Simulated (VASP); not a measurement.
**Cr: single point with PBEsol**

The system is Cr.

```
CELL_PARAMETERS angstrom
2.45688 0.00000 0.00000
-1.22844 2.12772 0.00000
0.00000 0.00000 4.39433
ATOMIC_POSITIONS crystal
Cr 0.33333 0.66667 0.25000
Cr 0.66667 0.33333 0.75000
```

This isn't the form of Cr at room conditions, which is bcc.

- Program: VASP 6.6.1
- Task: single point
- Functional: PBEsol
- Potentials or basis: VASP PAW PBE potentials, release 64 (Cr_pv)
- Cutoff: 520 eV
- k mesh: 16 × 16 × 8
- Occupations: fermi-dirac, width 0.05 eV
- Spin: collinear spin, ferromagnetic start
- Starting moments: [1.5, 1.5] μB

```yaml
Pressure: -0.5 GPa
Band_gap_on_the_k_mesh: zero (filled and empty bands overlap)
Net_moment: 0.00 μB per cell
Valence_electrons_inside_the_program's_atomic_spheres: Cr 11.10
```

Stress tensor (GPa, compression positive):
```
-0.41  0.00  0.00
 0.00 -0.41  0.00
 0.00  0.00 -0.62
```

Levels at points of the mesh, in eV from the Fermi level:
Spin up:
```csv
k point,band 10,band 11,band 12,band 13,band 14,band 15
"(0.00, 0.00, 0.00)",-0.37,-0.37,-0.20,-0.02,-0.02,1.11
"(0.50, 0.00, 0.00)",-0.99,-0.57,-0.28,-0.18,2.41,2.98
"(0.00, 0.00, 0.50)",-1.67,-0.35,-0.35,-0.35,-0.35,1.88
"(0.50, 0.00, 0.50)",-2.59,0.97,0.97,1.37,1.37,3.05
```
Spin down:
```csv
k point,band 10,band 11,band 12,band 13,band 14,band 15
"(0.00, 0.00, 0.00)",-0.37,-0.37,-0.20,-0.02,-0.02,1.11
"(0.50, 0.00, 0.00)",-0.99,-0.57,-0.28,-0.18,2.41,2.98
"(0.00, 0.00, 0.50)",-1.67,-0.35,-0.35,-0.35,-0.35,1.88
"(0.50, 0.00, 0.50)",-2.59,0.97,0.97,1.37,1.37,3.05
```

It took 93 s on 1 thread of AMD EPYC 9R45 96-Core Processor (Zen 5), with other jobs on the host, peak memory 0.19 GiB.

Caveat: an empty level that is flat over the whole mesh can mark a ghost state of the potentials, or a narrow d or f band; the moments typed at the start vanished in this run; the PAW data sets were made with another functional, which shifts forces and pressure a little.
